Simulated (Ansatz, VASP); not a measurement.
One calculation of Sc3SiF, two programs

```
Sc Si F
1.0
     6.27933    0.00000    0.00000
    -3.13967    5.43806    0.00000
     0.00000    0.00000    4.86189
Sc Si F
6 2 2
Cartesian
  3.1397 3.4722 1.2155
  4.5768 0.9830 1.2155
  1.4371 4.4551 3.6464
  0.0000 1.9659 3.6464
  1.7025 0.9830 1.2155
  -1.4371 4.4551 3.6464
  0.0000 3.6254 1.2155
  3.1397 1.8127 3.6464
  0.0000 0.0000 2.4309
  0.0000 0.0000 0.0000
```

Change from the starting cell: species swapped into the TlCoCl3 type (P6_3/mmc, No. 194).

Alike in both runs: task single point; functional PBE; k mesh 3 × 3 × 4; occupations gaussian, width 0.1 eV; collinear spin.

```csv
,VASP,Ansatz
version,VASP 6.6.1,Ansatz 0.2.0
potentials or method,"VASP PAW PBE potentials, release 64 (Sc_sv, Si, F), cutoff 520 eV","scalar-relativistic, plane waves, PAW"
valence electrons in the cell,88,88
```

Ansatz gave:

```
gap on the k mesh at the Fermi level (eV)                     : none
pressure (GPa)                                                : 0.1
traceless stress, the component that is largest in VASP (GPa) : -0.32
rms of the force components (eV/Å)                            : 0.000
net moment per atom (μB)                                      : 0.00
```

What did VASP give for the same quantities?

gap on the k mesh at the Fermi level (eV): none; pressure (GPa): 0.3; traceless stress, the component that is largest in VASP (GPa): -0.33; rms of the force components (eV/Å): 0.010; net moment per atom (μB): 0.00.

Atom by atom the forces differ by 0.010 eV/Å (rms over components). A gap of «none» marks a metal or a gap that the smearing closes. With one functional, cell and mesh, what is left measures potentials, basis and numerics. Ansatz's warnings: seeded moment not kept.

The k mesh is coarse, so the values compare programs but aren't converged.
